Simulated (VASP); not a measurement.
Set up this calculation in VASP 6.6.1, as the native input.

```
Task                   : single point
Functional             : PBE
Potentials or basis    : VASP PAW PBE potentials, release 64 (Mg, Cd, Te, S)
Cutoff                 : 520 eV
k mesh                 : 4 × 4 × 4
Occupations            : gaussian, width 0.1 eV
Spin                   : no spin polarisation
Dipole correction      : no
Further INCAR settings : ALGO = Normal; EDIFF = 1e-06; NBANDS = 21
```

The structure of MgCdTeS lies in POSCAR:

```
MgCdTeS
1.0
    4.1913991500      0.0000000000      0.0000000000
    0.0000000000      4.1913991500      0.0000000000
    0.0000000000      0.0000000000      5.9138296900
Mg Cd Te S
1 1 1 1
Direct
    0.5000000000      0.5000000000      0.5000000000
    0.5000000000      0.5000000000      0.0000000000
    0.0000000000      0.0000000000      0.0000000000
    0.0000000000      0.0000000000      0.5000000000
```

The input as run:

INCAR

```
ALGO     = Normal         # electronic algorithm
EDIFF    = 1E-6           # SCF threshold, eV
ENCUT    = 520            # plane-wave cutoff, eV
GGA      = PE             # functional
ISIF     = 2              # what is computed and relaxed
ISMEAR   = 0              # smearing method
LASPH    = True           # aspherical terms in the spheres
LCHARG   = False          # write CHGCAR
LREAL    = False          # projectors in reciprocal space
LWAVE    = False          # write WAVECAR
NBANDS   = 21             # bands
NELM     = 60             # most SCF steps
PREC     = Accurate       # precision mode
SIGMA    = 0.1            # smearing width, eV
```

KPOINTS

```
k-points
0
Gamma
  4 4 4
```

Potentials or basis: VASP PAW PBE potentials, release 64 (Mg, Cd, Te, S).

Command:

```sh
$ cat potpaw_PBE.64/Mg/POTCAR potpaw_PBE.64/Cd/POTCAR potpaw_PBE.64/Te/POTCAR potpaw_PBE.64/S/POTCAR > POTCAR
$ mpirun -np 1 vasp_std > vasp.out
```

Results of the run:

| Item | Value |
| --- | --- |
| Pressure | -1.2 GPa |
| Band gap on the k mesh | zero (band 13 reaches 4.53 eV, above the bottom of band 14 at 2.30 eV) |

Caveat: the k points lie up to 0.37 Å⁻¹ apart; spin-orbit coupling is left out, which moves the levels of the heavy elements.

It took 54 s on 1 thread of AMD EPYC 7R43 64-Core Processor (Zen 3), with other jobs on the host, peak memory 0.19 GiB.
